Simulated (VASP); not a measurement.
Here is a VASP 6.6.1 calculation.

Contents of INCAR:

```
PREC = Accurate ; ENCUT = 600
EDIFF = 1E-7 ; ISMEAR = 0
SIGMA = 0.1 ; LREAL = False
LASPH = True ; NELM = 80
ALGO = Normal ; ISIF = 3
LWAVE = False ; LCHARG = False
GGA = PE ; IBRION = 2
NSW = 100 ; EDIFFG = -0.01
```

The input KPOINTS:

```
Automatic mesh
0
Gamma
  6 6 6
```

Contents of POSCAR:

```
MgCdTe3
1.0
    3.9639566165      2.2885914196      3.2472584038
   -3.9639566165      2.2885914196      3.2472584038
    0.0000000000     -4.5771828392      3.2472584038
Mg Cd Te
1 1 3
Direct
    0.5000000000      0.5000000000      0.5000000000
    0.0000000000      0.0000000000      0.0000000000
    0.1521744863      0.5000000000      0.8478255137
    0.8478255137      0.1521744863      0.5000000000
    0.5000000000      0.8478255137      0.1521744863
```

Potentials or basis: VASP PAW PBE potentials, release 64 (Mg, Cd, Te).

The run is started by

```bash
$ cat potpaw_PBE.64/Mg/POTCAR potpaw_PBE.64/Cd/POTCAR potpaw_PBE.64/Te/POTCAR > POTCAR
$ mpirun -np 1 vasp_std > vasp.out
```

Q: Predict the relaxed volume.

A: 35.40 Å³/atom.

Q: Estimate the relaxed cell.

A: a = 5.615 Å, b = 5.615 Å, c = 5.615 Å, α = 89.89°, β = 89.89°, γ = 89.89°.

Q: What does it give for the space group after relaxing (to 0.1 Å)?

A: R32 (No. 155).

Forces in eV/Å, atoms in the order of the input:
```
Mg   0.000  0.000  0.000
Cd   0.000  0.000  0.000
Te   0.003  0.005  0.000
Te  -0.006  0.000  0.000
Te   0.003 -0.005  0.000
```
